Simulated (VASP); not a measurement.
Set up this calculation in VASP 6.6.1, as the native input.

```
Task                   : single point
Functional             : PBE
Potentials or basis    : VASP PAW PBE potentials, release 64 (Y_sv, Te, F)
Cutoff                 : 520 eV
k mesh                 : 6 × 6 × 1
Occupations            : gaussian, width 0.1 eV
Spin                   : no spin polarisation
Dipole correction      : yes
Further INCAR settings : ALGO = Normal; EDIFF = 1e-07; NBANDS = 19
```

The structure of YTeF lies in POSCAR:

```
YTeF
1.0
    5.6450550000      0.0000000000      0.0000000000
   -2.8225280000      4.8887610000      0.0000000000
    0.0000000000      0.0000000000     14.0000000000
Y Te F
1 1 1
Direct
    0.6666666700      0.3333333300      0.5000000000
    0.3333333300      0.6666666700      0.5000000000
    0.0000000000      0.0000000000      0.5000000000
```

The input as run:

INCAR

```
PREC = Accurate
ENCUT = 520
EDIFF = 1E-7
ISMEAR = 0
SIGMA = 0.1
LREAL = False
LASPH = True
NELM = 80
ALGO = Normal
ISIF = 2
LWAVE = False
LCHARG = False
LDIPOL = True
IDIPOL = 3
DIPOL = 0.5 0.5 0.500
GGA = PE
NBANDS = 19
```

KPOINTS

```
Automatic mesh
0
Gamma
  6 6 1
```

Potentials or basis: VASP PAW PBE potentials, release 64 (Y_sv, Te, F).

Launch:

```sh
$ cat potpaw_PBE.64/Y_sv/POTCAR potpaw_PBE.64/Te/POTCAR potpaw_PBE.64/F/POTCAR > POTCAR
$ mpirun -np 1 vasp_std > vasp.out
```

It gave:

| Item | Value |
| --- | --- |
| Band gap on the k mesh | 1.41 eV, direct |

Caveat: spin-orbit coupling is left out, which moves the levels of the heavy elements.

Wall time 88 s on 1 thread of Intel(R) Xeon(R) Platinum 8488C (Sapphire Rapids) (shared host), peak memory 0.49 GiB.
